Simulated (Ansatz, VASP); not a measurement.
PtSe: VASP beside Ansatz

```
CELL_PARAMETERS angstrom
0.00000 2.34093 2.34093
2.34093 0.00000 2.34093
2.34093 2.34093 0.00000
ATOMIC_POSITIONS crystal
Pt 0.00000 0.00000 0.00000
Se 0.25000 0.25000 0.25000
```

Change from the starting cell: volume scaled by 0.58, LAPW.

Alike in both runs: task single point; functional PBEsol; k mesh 13 × 13 × 13; occupations fermi-dirac, width 0.1 eV; no spin polarisation.

|  | VASP | Ansatz |
| --- | --- | --- |
| version | VASP 6.6.1 | Ansatz 0.2.0 |
| potentials or method | VASP PAW PBE potentials, release 64 (Pt, Se), cutoff 520 eV | all-electron LAPW, scalar-relativistic |

|  | VASP | Ansatz | Ansatz less VASP |
| --- | --- | --- | --- |
| pressure (GPa) | 237.6 | 233.8 | -3.73 |

VASP's potentials were made for PBE, not for PBEsol. Both programs put the cell under a high pressure, so it lies far from rest at this level. Ansatz ran all-electron here, and VASP with PAW potentials.

Neither program's run includes spin-orbit coupling. Noted on VASP's run: the cell as given lies far from equilibrium.
